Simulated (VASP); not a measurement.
# CsIr3Pt (Pm-3m) in VASP: single point with PBE

Aim: the single point of CsIr3Pt with PBE.

All numbers are computed with VASP 6.6.1; they aren't measurements. Logs are shortened: lines on timing, memory, paths and dates and some standing lists are left out, and cuts for length are marked.

### Step 1. The cell of the first run

Symmetry: Pm-3m, No. 221, cubic system. Conventional cell: a = 4.614 Å, b = 4.614 Å, c = 4.614 Å, α = 90.00°, β = 90.00°, γ = 90.00°. Cs (site symmetry m-3m) has 12 Ir at 3.26 Å and 8 Pt at 4.00 Å within 4.3 Å. Within 3.0 Å of Ir (site symmetry 4/mmm) lie 2 Pt at 2.31 Å. Within 3.0 Å of Pt (site symmetry m-3m) lie 6 Ir at 2.31 Å.

The cell was built from a structure type or drawn by symmetry, and may not be a known phase.

### Step 2. Single point, PBE

Contents of INCAR:

```
SYSTEM = CsIr3Pt
PREC     = Accurate       ! precision mode
ENCUT    = 520            ! plane-wave cutoff, eV
EDIFF    = 1E-6           ! SCF threshold, eV
ISMEAR   = 0              ! smearing method
SIGMA    = 0.1            ! smearing width, eV
LREAL    = .False.        ! projectors in reciprocal space
LASPH    = .True.         ! aspherical terms in the spheres
NELM     = 100            ! most SCF steps
ALGO     = Normal         ! electronic algorithm
ISIF     = 2              ! what is computed and relaxed
LWAVE    = .False.        ! write WAVECAR
LCHARG   = .False.        ! write CHGCAR
GGA      = PE             ! functional
NBANDS   = 31             ! bands
```

Contents of KPOINTS:

```
Automatic mesh
0
Gamma
  4 4 4
  0 0 0
```

Contents of POSCAR:

```
CsIr3Pt
1.0
    4.6136464800      0.0000000000      0.0000000000
    0.0000000000      4.6136464800      0.0000000000
    0.0000000000      0.0000000000      4.6136464800
Cs Ir Pt
1 3 1
Direct
    0.0000000000      0.0000000000      0.0000000000
    0.0000000000      0.5000000000      0.5000000000
    0.5000000000      0.0000000000      0.5000000000
    0.5000000000      0.5000000000      0.0000000000
    0.5000000000      0.5000000000      0.5000000000
```

Potentials or basis: VASP PAW PBE potentials, release 64 (Cs_sv, Ir, Pt).

On the command line:

```console
$ cat potpaw_PBE.64/Cs_sv/POTCAR potpaw_PBE.64/Ir/POTCAR potpaw_PBE.64/Pt/POTCAR > POTCAR
$ mpirun -np 1 vasp_std > vasp.out
```

OUTCAR:

```text
SYSTEM = CsIr3Pt
   PREC = Accurate
   ENCUT = 520
   EDIFF = 1E-6
   ISMEAR = 0
   LREAL = .False.
   LASPH = .True.
   NELM = 100
   ISIF = 2
   GGA = PE

 ion  position               nearest neighbor table
   1  0.000  0.000  0.000-   2 3.26   3 3.26   4 3.26   2 3.26   3 3.26   2 3.26   4 3.26   2 3.26
                             3 3.26   4 3.26   3 3.26   4 3.26
   2  0.000  0.500  0.500-   5 2.31   5 2.31   4 3.26   1 3.26   1 3.26   4 3.26   1 3.26   3 3.26
                             1 3.26   3 3.26   4 3.26   3 3.26   4 3.26   3 3.26
   3  0.500  0.000  0.500-   5 2.31   5 2.31   4 3.26   1 3.26   1 3.26   4 3.26   2 3.26   4 3.26
                             2 3.26   4 3.26   1 3.26   2 3.26   1 3.26   2 3.26
   4  0.500  0.500  0.000-   5 2.31   5 2.31   3 3.26   1 3.26   2 3.26   3 3.26   2 3.26   1 3.26
                             3 3.26   3 3.26   1 3.26   2 3.26   2 3.26   1 3.26
   5  0.500  0.500  0.500-   2 2.31   3 2.31   4 2.31   4 2.31   3 2.31   2 2.31

  LATTYP: Found a simple cubic cell.
 ALAT       =     4.6136464800

  Lattice vectors:

 A1 = (   4.6136464800,   0.0000000000,   0.0000000000)
 A2 = (   0.0000000000,   4.6136464800,   0.0000000000)
 A3 = (   0.0000000000,   0.0000000000,   4.6136464800)

Analysis of symmetry for initial positions (statically):
=====================================================================
 Subroutine PRICEL returns:
 Original cell was already a primitive cell.

 Routine SETGRP: Setting up the symmetry group for a
 simple cubic supercell.

 Subroutine GETGRP returns: Found 48 space group operations
 (whereof 48 operations were pure point group operations)
 out of a pool of 48 trial point group operations.

The static configuration has the point symmetry O_h .

Analysis of symmetry for dynamics (positions and initial velocities):
=====================================================================
 Subroutine PRICEL returns:
 Original cell was already a primitive cell.

 Routine SETGRP: Setting up the symmetry group for a
 simple cubic supercell.

 Subroutine GETGRP returns: Found 48 space group operations
 (whereof 48 operations were pure point group operations)
 out of a pool of 48 trial point group operations.

The dynamic configuration has the point symmetry O_h .

 Subroutine INISYM returns: Found 48 space group operations
 (whereof 48 operations are pure point group operations),
 and found     1 'primitive' translations

----------------------------------------------------------------------------------------

                                     Primitive cell

  volume of cell :      98.2049

  direct lattice vectors                    reciprocal lattice vectors
     4.613646480  0.000000000  0.000000000     0.216748293  0.000000000  0.000000000
     0.000000000  4.613646480  0.000000000     0.000000000  0.216748293  0.000000000
     0.000000000  0.000000000  4.613646480     0.000000000  0.000000000  0.216748293

  length of vectors
     4.613646480  4.613646480  4.613646480     0.216748293  0.216748293  0.216748293

  position of ions in fractional coordinates (direct lattice)
     0.000000000  0.000000000  0.000000000
     0.000000000  0.500000000  0.500000000
     0.500000000  0.000000000  0.500000000
     0.500000000  0.500000000  0.000000000
     0.500000000  0.500000000  0.500000000

  ion indices of the primitive-cell ions
   primitive index   ion index
                 1           1
                 2           2
                 3           3
                 4           4
                 5           5

----------------------------------------------------------------------------------------

 KPOINTS: Automatic mesh

Automatic generation of k-mesh.
 Grid dimensions read from file:
 generate k-points for:    4    4    4

 Generating k-lattice:

  Cartesian coordinates                     Fractional coordinates (reciprocal lattice)
     0.054187073  0.000000000  0.000000000     0.250000000  0.000000000  0.000000000
     0.000000000  0.054187073  0.000000000     0.000000000  0.250000000  0.000000000
     0.000000000  0.000000000  0.054187073     0.000000000  0.000000000  0.250000000

  Length of vectors
     0.054187073  0.054187073  0.054187073

  Shift w.r.t. Gamma in fractional coordinates (k-lattice)
     0.000000000  0.000000000  0.000000000

 Subroutine IBZKPT returns following result:
 ===========================================

 Found     10 irreducible k-points:

 Following reciprocal coordinates:
            Coordinates               Weight
  0.000000  0.000000  0.000000      1.000000
  0.250000  0.000000  0.000000      6.000000
  0.500000  0.000000  0.000000      3.000000
  0.250000  0.250000  0.000000     12.000000
  0.500000  0.250000  0.000000     12.000000
  0.500000  0.500000  0.000000      3.000000
  0.250000  0.250000  0.250000      8.000000
  0.500000  0.250000  0.250000     12.000000
  0.500000  0.500000  0.250000      6.000000
  0.500000  0.500000  0.500000      1.000000
   k-points           NKPTS =     10   k-points in BZ     NKDIM =     10   number of bands    NBANDS=     31
   number of dos      NEDOS =    301   number of ions     NIONS =      5
   total plane-waves  NPLWV =  46656
   dimension x,y,z NGX =    36 NGY =   36 NGZ =   36
   dimension x,y,z NGXF=    72 NGYF=   72 NGZF=   72
   ions per type =               1   3   1
   NGX,Y,Z   is equivalent  to a cutoff of  12.97, 12.97, 12.97 a.u.
   NGXF,Y,Z  is equivalent  to a cutoff of  25.94, 25.94, 25.94 a.u.
 SYSTEM =  CsIr3Pt
   PREC   = accura    normal or accurate (medium, high low for compatibility)
   ISTART =      0    job   : 0-new  1-cont  2-samecut
   ICHARG =      2    charge: 1-file 2-atom 10-const
   ISPIN  =      1    spin polarized calculation?
   LNONCOLLINEAR =      F non collinear calculations
   LSORBIT =      F    spin-orbit coupling
   LASPH  =      T    aspherical Exc in radial PAW
   ENCUT  =  520.0 eV  38.22 Ry    6.18 a.u.   8.58  8.58  8.58*2*pi/ulx,y,z
   NELM   =    100;   NELMIN=  2; NELMDL= -5     # of ELM steps
   EDIFF  = 0.1E-05   stopping-criterion for ELM
   LREAL  =      F    real-space projection
   EDIFFG = 0.1E-04   stopping-criterion for IOM
   NSW    =      0    number of steps for IOM
   IBRION =     -1    ionic relax: 0-MD 1-quasi-New 2-CG
   NFREE  =      0    steps in history (QN), initial steepest desc. (CG)
   ISIF   =      2    stress and relaxation
   ISYM   =      2    0-nonsym 1-usesym 2-fastsym
   POTIM  = 0.5000    time-step for ionic-motion
   TEBEG  =    0.0;   TEEND  =   0.0 temperature during run
   PSTRESS=    0.0 pullay stress
   NELECT =      46.0000    total number of electrons
   NUPDOWN=      -1.0000    fix difference up-down
   EMIN   =  10.00;   EMAX   =-10.00  energy-range for DOS
   EFERMI =   0.00;   METHOD = LEGACY
   ISMEAR =     0;   SIGMA  =   0.10  broadening in eV -4-tet -1-fermi 0-gaus
   EFERMI_NEDOS =   21; number of points for ismear=-14 and -15
   IALGO  =     38    algorithm
   IMIX   =      4    mixing-type and parameters
     AMIX     =   0.40;   BMIX     =  1.00
     AMIX_MAG =   1.60;   BMIX_MAG =  1.00
  volume/ion in A,a.u.               =      19.64       132.54
  Fermi-wavevector in a.u.,A,eV,Ry     =   1.271403  2.402603 21.993339  1.616465
  Thomas-Fermi vector in A             =   2.404338
   LORBIT       =      0    0 simple, 1 ext, 2 COOP (PROOUT), +10 PAW based schemes
   GGA     = PE    functional components
   LHFCALC =     F    Hartree Fock is set to
   AEXX    =    0.0000 exact exchange contribution
   IVDW    =     0    specifies the selected vdW correction
   LEPSILON=     F    determine dielectric tensor
   LRPA    =     F    only Hartree local field effects (RPA)
 non-spin polarized calculation
 Gauss-broadening in eV      SIGMA  =   0.10
  energy-cutoff  :      520.00
  volume of cell :       98.20
 maximum number of plane-waves:      2680
 NGX is ok and might be reduce to    36
   NGX = 17   NGY = 17   NGZ = 17

 number of electron      46.0000000 magnetization

 Free energy of the ion-electron system (eV)
  ---------------------------------------------------
  ext. energy  EPLUGINS =         0.00000000
  ---------------------------------------------------
  free energy    TOTEN  =       -22.60939503 eV

  energy without entropy =      -22.55085784  energy(sigma->0) =      -22.58012643

 E-fermi :   6.6908     XC(G=0): -11.8888

 val. band max:        6.6405845849   @ k =   0.5000   0.2500   0.0000
 cond. band min:       6.7083595200   @ k =   0.2500   0.2500   0.2500
 fundamental gap:      0.0677749351
 Fermi energy:         6.6908074438

 k-point     1 :       0.0000    0.0000    0.0000
  band No.  band energies     occupation
      1     -13.9049      2.00000
      2      -2.5482      2.00000
      3      -2.0820      2.00000
      4      -2.0820      2.00000
      5      -1.0580      2.00000
      6      -1.0580      2.00000
[... 23 lines left out ...]
     30      12.8797      0.00000
     31      14.2648      0.00000

 k-point     2 :       0.2500    0.0000    0.0000
  band No.  band energies     occupation
      1     -13.8775      2.00000
      2      -2.6718      2.00000
      3      -2.0674      2.00000
      4      -1.3365      2.00000
      5      -1.2884      2.00000
      6      -1.2884      2.00000
[... 23 lines left out ...]
     30      13.2724      0.00000
     31      13.6962      0.00000

 k-point     3 :       0.5000    0.0000    0.0000
  band No.  band energies     occupation
      1     -13.8496      2.00000
      2      -2.9208      2.00000
      3      -2.0529      2.00000
      4      -1.3784      2.00000
      5      -1.3784      2.00000
      6      -1.3249      2.00000
[... 227 lines left out ...]
     30      11.5012      0.00000
     31      11.5012      0.00000

 k-point    10 :       0.5000    0.5000    0.5000
  band No.  band energies     occupation
      1     -13.8084      2.00000
      2      -1.5027      2.00000
      3      -1.5027      2.00000
      4      -1.5027      2.00000
      5       1.1571      2.00000
      6       1.1571      2.00000
[... 23 lines left out ...]
     30      11.3970      0.00000
     31      11.3970      0.00000

------------------------ aborting loop because EDIFF is reached ----------------------------------------

  FORCE on cell =-STRESS in cart. coord.  units (eV):
  Direction    XX          YY          ZZ          XY          YZ          ZX
  --------------------------------------------------------------------------------------
  -------------------------------------------------------------------------------------
  Total       21.7703062     21.7703062     21.7703062      0.0000000      0.0000000     -0.0000000
  in kB      355.1748281    355.1748281    355.1748281      0.0000000      0.0000000     -0.0000000
  external PRESSURE =     355.1748281 kB  Pullay stress =       0.0000000 kB

 VOLUME and BASIS-vectors are now :
 -----------------------------------------------------------------------------
  energy-cutoff  :      520.00
  volume of cell :       98.20
      direct lattice vectors                 reciprocal lattice vectors
     4.613646480  0.000000000  0.000000000     0.216748293  0.000000000  0.000000000
     0.000000000  4.613646480  0.000000000     0.000000000  0.216748293  0.000000000
     0.000000000  0.000000000  4.613646480     0.000000000  0.000000000  0.216748293

 POSITION                                       TOTAL-FORCE (eV/Angst)
 -----------------------------------------------------------------------------------
      0.00000      0.00000      0.00000         0.000000      0.000000      0.000000
      0.00000      2.30682      2.30682         0.000000      0.000000      0.000000
      2.30682      0.00000      2.30682         0.000000      0.000000      0.000000
      2.30682      2.30682      0.00000         0.000000      0.000000      0.000000
      2.30682      2.30682      2.30682         0.000000      0.000000      0.000000
 -----------------------------------------------------------------------------------
    total drift:                                0.000000      0.000000      0.000000

  FREE ENERGIE OF THE ION-ELECTRON SYSTEM (eV)
  ---------------------------------------------------
  free  energy   TOTEN  =       -22.6093950258 eV

  energy  without entropy=      -22.5508578402  energy(sigma->0) =      -22.58012643
```

It took 30 s on 1 thread of AMD EPYC 7R13, shared host; peak memory 0.19 GiB.

Results:

```yaml
Free_energy: -22.6094 eV
Pressure: 35.5 GPa
Band_gap_on_the_k_mesh: zero (bands 23 and 24 overlap by 0.56 eV)
```

Caveat: the cell stands under pressure; spin-orbit coupling is left out, which moves the levels of the heavy elements.
